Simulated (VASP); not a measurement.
# Pb2C (fluorite type) (Fm-3m) in VASP: further runs

Pb2C (fluorite type) is run at these levels: PBE; tasks: single point, relaxation of cell and atoms.

All numbers are computed with VASP 6.6.1; they aren't measurements. Logs are shortened: lines on timing, memory, paths and dates and some standing lists are left out, and cuts for length are marked.

## Step 1: The cell of the first run

Symmetry: Fm-3m, No. 225, cubic system. Conventional cell: a = 6.605 Å, b = 6.605 Å, c = 6.605 Å, α = 90.00°, β = 90.00°, γ = 90.00°. C (site symmetry m-3m) has 8 Pb at 2.86 Å within 3.8 Å. Pb (site symmetry -43m) has 4 C at 2.86 Å and 6 Pb at 3.30 Å within 3.8 Å.

## Step 2: Single point, PBE

INCAR reads:

```
SYSTEM = Pb2C
PREC     = Accurate       ! precision mode
ENCUT    = 520            ! plane-wave cutoff, eV
EDIFF    = 1E-6           ! SCF threshold, eV
ISMEAR   = -1             ! smearing method
SIGMA    = 0.05           ! smearing width, eV
LREAL    = .False.        ! projectors in reciprocal space
LASPH    = .True.         ! aspherical terms in the spheres
NELM     = 60             ! most SCF steps
ALGO     = Normal         ! electronic algorithm
ISIF     = 2              ! what is computed and relaxed
LWAVE    = .False.        ! write WAVECAR
LCHARG   = .False.        ! write CHGCAR
GGA      = PE             ! functional
NBANDS   = 23             ! bands
```

KPOINTS reads:

```
regular mesh
0
Gamma
  10 10 10
  0 0 0
```

POSCAR reads:

```
Pb2C
1.0
    0.0000000000      3.3023786262      3.3023786262
    3.3023786262      0.0000000000      3.3023786262
    3.3023786262      3.3023786262      0.0000000000
C Pb
1 2
Direct
    0.0000000000      0.0000000000      0.0000000000
    0.2500000000      0.2500000000      0.2500000000
    0.7500000000      0.7500000000      0.7500000000
```

Potentials or basis: VASP PAW PBE potentials, release 64 (C, Pb_d).

On the command line:

```sh
cat potpaw_PBE.64/C/POTCAR potpaw_PBE.64/Pb_d/POTCAR > POTCAR
mpirun -np 1 vasp_std > vasp.out
```

OUTCAR:

```text
SYSTEM = Pb2C
   PREC = Accurate
   ENCUT = 520
   EDIFF = 1E-6
   ISMEAR = -1
   LREAL = .False.
   LASPH = .True.
   NELM = 60
   ISIF = 2
   GGA = PE

 ion  position               nearest neighbor table
   1  0.000  0.000  0.000-   2 2.86   3 2.86   3 2.86   3 2.86   3 2.86   2 2.86   2 2.86   2 2.86

   2  0.250  0.250  0.250-   1 2.86   1 2.86   1 2.86   1 2.86   3 3.30   3 3.30   3 3.30   3 3.30
                             3 3.30   3 3.30
   3  0.750  0.750  0.750-   1 2.86   1 2.86   1 2.86   1 2.86   2 3.30   2 3.30   2 3.30   2 3.30
                             2 3.30   2 3.30

  LATTYP: Found a face centered cubic cell.
 ALAT       =     6.6047572524

  Lattice vectors:

 A1 = (   0.0000000000,   3.3023786262,   3.3023786262)
 A2 = (   3.3023786262,   0.0000000000,   3.3023786262)
 A3 = (   3.3023786262,   3.3023786262,   0.0000000000)

Analysis of symmetry for initial positions (statically):
=====================================================================
 Subroutine PRICEL returns:
 Original cell was already a primitive cell.

 Routine SETGRP: Setting up the symmetry group for a
 face centered cubic supercell.

 Subroutine GETGRP returns: Found 48 space group operations
 (whereof 48 operations were pure point group operations)
 out of a pool of 48 trial point group operations.

The static configuration has the point symmetry O_h .

Analysis of symmetry for dynamics (positions and initial velocities):
=====================================================================
 Subroutine PRICEL returns:
 Original cell was already a primitive cell.

 Routine SETGRP: Setting up the symmetry group for a
 face centered cubic supercell.

 Subroutine GETGRP returns: Found 48 space group operations
 (whereof 48 operations were pure point group operations)
 out of a pool of 48 trial point group operations.

The dynamic configuration has the point symmetry O_h .

 Subroutine INISYM returns: Found 48 space group operations
 (whereof 48 operations are pure point group operations),
 and found     1 'primitive' translations

----------------------------------------------------------------------------------------

                                     Primitive cell

  volume of cell :      72.0295

  direct lattice vectors                    reciprocal lattice vectors
     0.000000000  3.302378626  3.302378626    -0.151406019  0.151406019  0.151406019
     3.302378626  0.000000000  3.302378626     0.151406019 -0.151406019  0.151406019
     3.302378626  3.302378626  0.000000000     0.151406019  0.151406019 -0.151406019

  length of vectors
     4.670268641  4.670268641  4.670268641     0.262242917  0.262242917  0.262242917

  position of ions in fractional coordinates (direct lattice)
     0.000000000  0.000000000  0.000000000
     0.250000000  0.250000000  0.250000000
     0.750000000  0.750000000  0.750000000

  ion indices of the primitive-cell ions
   primitive index   ion index
                 1           1
                 2           2
                 3           3

----------------------------------------------------------------------------------------

 KPOINTS: regular mesh

Automatic generation of k-mesh.
 Grid dimensions read from file:
 generate k-points for:   10   10   10

 Generating k-lattice:

  Cartesian coordinates                     Fractional coordinates (reciprocal lattice)
    -0.015140602  0.015140602  0.015140602     0.100000000  0.000000000  0.000000000
     0.015140602 -0.015140602  0.015140602     0.000000000  0.100000000  0.000000000
     0.015140602  0.015140602 -0.015140602     0.000000000  0.000000000  0.100000000

  Length of vectors
     0.026224292  0.026224292  0.026224292

  Shift w.r.t. Gamma in fractional coordinates (k-lattice)
     0.000000000  0.000000000  0.000000000

 Subroutine IBZKPT returns following result:
 ===========================================

 Found     47 irreducible k-points:

 Following reciprocal coordinates:
            Coordinates               Weight
  0.000000  0.000000  0.000000      1.000000
  0.100000  0.000000  0.000000      8.000000
  0.200000  0.000000  0.000000      8.000000
  0.300000  0.000000  0.000000      8.000000
  0.400000  0.000000  0.000000      8.000000
  0.500000  0.000000  0.000000      4.000000
[... 16 lines left out ...]
  0.300000  0.300000  0.000000      6.000000
  0.400000  0.300000  0.000000     24.000000
 [... further k-points ...]
   k-points           NKPTS =     47   k-points in BZ     NKDIM =     47   number of bands    NBANDS=     23
   number of dos      NEDOS =    301   number of ions     NIONS =      3
   total plane-waves  NPLWV =  46656
   dimension x,y,z NGX =    36 NGY =   36 NGZ =   36
   dimension x,y,z NGXF=    72 NGYF=   72 NGZF=   72
   ions per type =               1   2
   NGX,Y,Z   is equivalent  to a cutoff of  12.81, 12.81, 12.81 a.u.
   NGXF,Y,Z  is equivalent  to a cutoff of  25.63, 25.63, 25.63 a.u.
 SYSTEM =  Pb2C
   PREC   = accura    normal or accurate (medium, high low for compatibility)
   ISTART =      0    job   : 0-new  1-cont  2-samecut
   ICHARG =      2    charge: 1-file 2-atom 10-const
   ISPIN  =      1    spin polarized calculation?
   LNONCOLLINEAR =      F non collinear calculations
   LSORBIT =      F    spin-orbit coupling
   LASPH  =      T    aspherical Exc in radial PAW
   ENCUT  =  520.0 eV  38.22 Ry    6.18 a.u.   8.68  8.68  8.68*2*pi/ulx,y,z
   NELM   =     60;   NELMIN=  2; NELMDL= -5     # of ELM steps
   EDIFF  = 0.1E-05   stopping-criterion for ELM
   LREAL  =      F    real-space projection
   EDIFFG = 0.1E-04   stopping-criterion for IOM
   NSW    =      0    number of steps for IOM
   IBRION =     -1    ionic relax: 0-MD 1-quasi-New 2-CG
   NFREE  =      0    steps in history (QN), initial steepest desc. (CG)
   ISIF   =      2    stress and relaxation
   ISYM   =      2    0-nonsym 1-usesym 2-fastsym
   POTIM  = 0.5000    time-step for ionic-motion
   TEBEG  =    0.0;   TEEND  =   0.0 temperature during run
   PSTRESS=    0.0 pullay stress
   NELECT =      32.0000    total number of electrons
   NUPDOWN=      -1.0000    fix difference up-down
   EMIN   =  10.00;   EMAX   =-10.00  energy-range for DOS
   EFERMI =   0.00;   METHOD = LEGACY
   ISMEAR =    -1;   SIGMA  =   0.05  broadening in eV -4-tet -1-fermi 0-gaus
   EFERMI_NEDOS =   21; number of points for ismear=-14 and -15
   IALGO  =     38    algorithm
   IMIX   =      4    mixing-type and parameters
     AMIX     =   0.40;   BMIX     =  1.00
     AMIX_MAG =   1.60;   BMIX_MAG =  1.00
  volume/ion in A,a.u.               =      24.01       162.03
  Fermi-wavevector in a.u.,A,eV,Ry     =   1.249169  2.360588 21.230856  1.560424
  Thomas-Fermi vector in A             =   2.383222
   LORBIT       =      0    0 simple, 1 ext, 2 COOP (PROOUT), +10 PAW based schemes
   GGA     = PE    functional components
   LHFCALC =     F    Hartree Fock is set to
   AEXX    =    0.0000 exact exchange contribution
   IVDW    =     0    specifies the selected vdW correction
   LEPSILON=     F    determine dielectric tensor
   LRPA    =     F    only Hartree local field effects (RPA)
 non-spin polarized calculation
  energy-cutoff  :      520.00
  volume of cell :       72.03
 maximum number of plane-waves:      1964
   NGX = 17   NGY = 17   NGZ = 17

 number of electron      31.9999995 magnetization

 Free energy of the ion-electron system (eV)
  ---------------------------------------------------
  ext. energy  EPLUGINS =         0.00000000
  ---------------------------------------------------
  free energy    TOTEN  =       -12.21325527 eV

  energy without entropy =      -12.20717351  energy(sigma->0) =      -12.21021439

 E-fermi :   6.6027     XC(G=0): -10.0841

 val. band max:        6.5954447708   @ k =  -0.3000   0.5000   0.2000
 cond. band min:       6.7055922321   @ k =  -0.1000   0.1000   0.0000
 fundamental gap:      0.1101474612
 Fermi energy:         6.6026695587

 k-point     1 :       0.0000    0.0000    0.0000
  band No.  band energies     occupation
      1     -10.7945      2.00000
      2     -10.7945      2.00000
      3     -10.6030      2.00000
      4     -10.6030      2.00000
      5     -10.6030      2.00000
      6     -10.3021      2.00000
[... 15 lines left out ...]
     22      11.3406      0.00000
     23      13.2613      0.00000

 k-point     2 :       0.1000    0.0000    0.0000
  band No.  band energies     occupation
      1     -10.7800      2.00000
      2     -10.7800      2.00000
      3     -10.5976      2.00000
      4     -10.5946      2.00000
      5     -10.5946      2.00000
      6     -10.3092      2.00000
[... 15 lines left out ...]
     22      11.0968      0.00000
     23      14.0469      0.00000

 k-point     3 :       0.2000    0.0000    0.0000
  band No.  band energies     occupation
      1     -10.7376      2.00000
      2     -10.7376      2.00000
      3     -10.5810      2.00000
      4     -10.5705      2.00000
      5     -10.5705      2.00000
      6     -10.3305      2.00000
[... 15 lines left out ...]
     22      10.7200      0.00000
     23      15.2680      0.00000

 k-point     4 :       0.3000    0.0000    0.0000
  band No.  band energies     occupation
      1     -10.6706      2.00000
      2     -10.6706      2.00000
      3     -10.5528      2.00000
      4     -10.5340      2.00000
      5     -10.5340      2.00000
      6     -10.3650      2.00000
[... 15 lines left out ...]
     22      10.9097      0.00000
     23      15.3108      0.00000

 k-point     5 :       0.4000    0.0000    0.0000
  band No.  band energies     occupation
      1     -10.5844      2.00000
      2     -10.5844      2.00000
      3     -10.5148      2.00000
      4     -10.4903      2.00000
      5     -10.4903      2.00000
      6     -10.4084      2.00000
[... 434 lines left out ...]
 k-point    22 :      -0.2000    0.2000    0.0000
  band No.  band energies     occupation
      1     -10.7215      2.00000
      2     -10.5919      2.00000
      3     -10.5669      2.00000
      4     -10.5456      2.00000
      5     -10.4845      2.00000
      6     -10.4071      2.00000
[... 15 lines left out ...]
     22      13.2596      0.00000
     23      14.2237      0.00000

 k-point    23 :       0.3000    0.3000    0.0000
  band No.  band energies     occupation
      1     -10.7774      2.00000
      2     -10.6396      2.00000
      3     -10.5582      2.00000
      4     -10.4832      2.00000
      5     -10.4832      2.00000
      6     -10.4458      2.00000
[... 15 lines left out ...]
     22      12.8852      0.00000
     23      13.9198      0.00000

 k-point    24 :       0.4000    0.3000    0.0000
  band No.  band energies     occupation
      1     -10.7600      2.00000
      2     -10.6375      2.00000
      3     -10.5129      2.00000
      4     -10.5016      2.00000
      5     -10.4548      2.00000
      6     -10.4541      2.00000
[... 15 lines left out ...]
     22      12.8547      0.00000
     23      13.7286      0.00000

 [... further k-points ...]

------------------------ aborting loop because EDIFF is reached ----------------------------------------

  FORCE on cell =-STRESS in cart. coord.  units (eV):
  Direction    XX          YY          ZZ          XY          YZ          ZX
  --------------------------------------------------------------------------------------
  -------------------------------------------------------------------------------------
  Total       -0.0155682     -0.0155682     -0.0155682     -0.0000000     -0.0000000      0.0000000
  in kB       -0.3462883     -0.3462883     -0.3462883     -0.0000000     -0.0000000      0.0000000
  external PRESSURE =      -0.3462883 kB  Pullay stress =       0.0000000 kB

 VOLUME and BASIS-vectors are now :
 -----------------------------------------------------------------------------
  energy-cutoff  :      520.00
  volume of cell :       72.03
      direct lattice vectors                 reciprocal lattice vectors
     0.000000000  3.302378626  3.302378626    -0.151406019  0.151406019  0.151406019
     3.302378626  0.000000000  3.302378626     0.151406019 -0.151406019  0.151406019
     3.302378626  3.302378626  0.000000000     0.151406019  0.151406019 -0.151406019

 POSITION                                       TOTAL-FORCE (eV/Angst)
 -----------------------------------------------------------------------------------
      0.00000      0.00000      0.00000        -0.000000      0.000000     -0.000000
      1.65119      1.65119      1.65119         0.000000      0.000000      0.000000
      4.95357      4.95357      4.95357        -0.000000     -0.000000     -0.000000
 -----------------------------------------------------------------------------------
    total drift:                                0.000000      0.000000      0.000000

  FREE ENERGIE OF THE ION-ELECTRON SYSTEM (eV)
  ---------------------------------------------------
  free  energy   TOTEN  =       -12.2132552657 eV

  energy  without entropy=      -12.2071735124  energy(sigma->0) =      -12.21021439
```

Wall time 31 s (1 thread of Intel Xeon 6975P-C (Granite Rapids), shared host); peak memory 0.24 GiB.

Results:

```
Free energy            : -12.2133 eV
Pressure               : 0.0 GPa
Band gap on the k mesh : zero (bands 16 and 17 overlap by 0.28 eV)
```

Caveat: spin-orbit coupling is left out, which moves the levels of the heavy elements.

## Step 3: Relaxation of cell and atoms, PBE

This run uses another cell than the first one, of 24.47 Å³/atom.

INCAR reads:

```
SYSTEM = Pb2C
ALGO = Normal
EDIFF = 1E-7
EDIFFG = -0.005
ENCUT = 600
GGA = PE
IBRION = 2
ISIF = 3
ISMEAR = -1
LASPH = .TRUE.
LCHARG = .FALSE.
LREAL = .FALSE.
LWAVE = .FALSE.
NELM = 80
NSW = 100
PREC = Accurate
SIGMA = 0.05
```

KPOINTS reads:

```
k-points
0
G
  10 10 10
  0 0 0
```

POSCAR reads:

```
Pb2C
1.0
    0.0000000000      3.3234052692      3.3234052692
    3.3234052692      0.0000000000      3.3234052692
    3.3234052692      3.3234052692      0.0000000000
C Pb
1 2
Direct
    0.0000000000      0.0000000000      0.0000000000
    0.2500000000      0.2500000000      0.2500000000
    0.7500000000      0.7500000000      0.7500000000
```

Potentials or basis: VASP PAW PBE potentials, release 64 (C, Pb_d).

On the command line:

```sh
cat potpaw_PBE.64/C/POTCAR potpaw_PBE.64/Pb_d/POTCAR > POTCAR
mpirun -np 1 vasp_std > vasp.out
```

Wall time 92 s (1 thread of Intel Xeon 6975P-C (Granite Rapids), shared host); peak memory 0.28 GiB.

The run converged. Its results:

* Free energy: -12.2137 eV
* Relaxed volume: 24.01 Å³/atom
* Relaxed cell: a = 4.670 Å, b = 4.670 Å, c = 4.670 Å, α = 60.00°, β = 60.00°, γ = 60.00°
* Space group after relaxing (to 0.1 Å): Fm-3m (No. 225)
* Energy gained by relaxing: 1.5 meV/atom
* Ionic steps: 3
* Pressure after relaxing: 0.0 GPa
* Band gap on the k mesh: zero (bands 16 and 17 overlap by 0.28 eV)

Step by step:
```
step  energy change (eV)  largest force (eV/Å)  pressure (GPa)  volume (Å³)
   1              0.0000                0.0000           -1.05        73.41
   2             -0.0044                0.0000            0.24        71.73
   3             -0.0046                0.0000            0.00        72.02
```

Final structure:
```cif
data_structure
_symmetry_space_group_name_H-M 'P 1'
_symmetry_Int_Tables_number 1
_cell_length_a 4.6701
_cell_length_b 4.6701
_cell_length_c 4.6701
_cell_angle_alpha 60.000
_cell_angle_beta 60.000
_cell_angle_gamma 60.000
_cell_volume 72.02
loop_
_atom_site_label
_atom_site_type_symbol
_atom_site_fract_x
_atom_site_fract_y
_atom_site_fract_z
_atom_site_occupancy
C1 C 0.00000 0.00000 0.00000 1
Pb1 Pb 0.25000 0.25000 0.25000 1
Pb2 Pb 0.75000 0.75000 0.75000 1
```

Levels at points of the mesh, in eV from the Fermi level:
```tsv
k point	band 13	band 14	band 15	band 16	band 17	band 18	band 19	band 20
(0.00, 0.00, 0.00)	-4.85	-1.15	-1.15	-1.15	-0.29	-0.29	-0.29	4.74
(0.50, 0.00, 0.00)	-6.54	-2.10	-2.10	-0.02	0.82	0.82	2.41	3.86
(0.50, 0.50, 0.00)	-7.02	-3.75	-3.75	-1.94	1.27	3.21	3.21	6.10
```

Caveat: spin-orbit coupling is left out, which moves the levels of the heavy elements.
